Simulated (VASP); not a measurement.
Set up this calculation in VASP 6.6.1, as the native input.

| Item | Value |
| --- | --- |
| Task | single point |
| Functional | PBE |
| Potentials or basis | VASP PAW PBE potentials, release 64 (Si) |
| Cutoff | 520 eV |
| k mesh | 15 × 15 × 15 |
| Occupations | fermi-dirac, width 0.08 eV |
| Spin | no spin polarisation |
| Dipole correction | no |
| Further INCAR settings | ALGO = Normal; EDIFF = 1e-06; NBANDS = 8 |

The structure of Si lies in POSCAR:

```
Si
1.0
    1.9098465298      0.0000000000      0.0000000000
    0.0000000000      1.9098465298      0.0000000000
    0.0000000000      0.0000000000      1.9098465298
Si
1
Direct
    0.0000000000      0.0000000000      0.0000000000
```

This cell differs from its parent crystal: volume scaled by 0.43.

These files were run (other wordings do the same):

INCAR

```
SYSTEM = Si
ALGO = Normal
EDIFF = 1E-6
ENCUT = 520
GGA = PE
ISIF = 2
ISMEAR = -1
LASPH = .TRUE.
LCHARG = .FALSE.
LREAL = .FALSE.
LWAVE = .FALSE.
NBANDS = 8
NELM = 80
PREC = Accurate
SIGMA = 0.08
```

KPOINTS

```
k-points
0
G
  15 15 15
  0 0 0
```

Potentials or basis: VASP PAW PBE potentials, release 64 (Si).

Command:

```console
$ cat potpaw_PBE.64/Si/POTCAR > POTCAR
$ mpirun -np 1 vasp_std > vasp.out
```

It gave:

* Pressure: 444.9 GPa
* Band gap on the k mesh: zero (band 2 reaches 29.99 eV, above the bottom of band 3 at 19.52 eV)

Wall time 1.7 s on 1 thread of Intel(R) Xeon(R) Platinum 8559C (Emerald Rapids), with other jobs on the host, peak memory 0.1 GiB.
